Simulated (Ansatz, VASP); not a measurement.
# In4Sb3As: VASP beside Ansatz

```
CELL_PARAMETERS angstrom
7.48085 0.00000 -0.00219
0.00000 4.54890 0.00000
-0.00233 0.00000 7.87282
ATOMIC_POSITIONS crystal
As 0.99729 0.00000 0.33099
Sb 0.00236 0.50000 0.83426
Sb 0.49912 0.50000 0.17315
Sb 0.50339 0.00000 0.66179
In 0.35405 0.00000 0.33360
In 0.38050 0.50000 0.83480
In 0.88081 0.50000 0.17907
In 0.88249 0.00000 0.65233
```

Alike in both runs: task single point; functional PBE; k mesh 4 × 6 × 4; occupations fermi-dirac, width 0.02 eV; no spin polarisation.

|  | VASP | Ansatz |
| --- | --- | --- |
| version | VASP 6.6.1 | Ansatz 0.2.0 |
| potentials or method | VASP PAW PBE potentials, release 64 (As, Sb, In_d) | plane waves, PAW |
| plane-wave cutoff (eV) | 520 | 420 |
| valence electrons in the cell | 72 | 112 |

```tsv
	VASP	Ansatz	Ansatz less VASP
pressure (GPa)	1.5	1.5	+0.01
rms of the force components (eV/Å)	0.009	0.009	-0.0006
```

Atom by atom the forces differ by 0.002 eV/Å (rms over components). VASP's potentials hold 72 valence electrons a cell and Ansatz's 112, so a difference there can come from the potentials and not from the codes.

Spin-orbit coupling is off throughout.
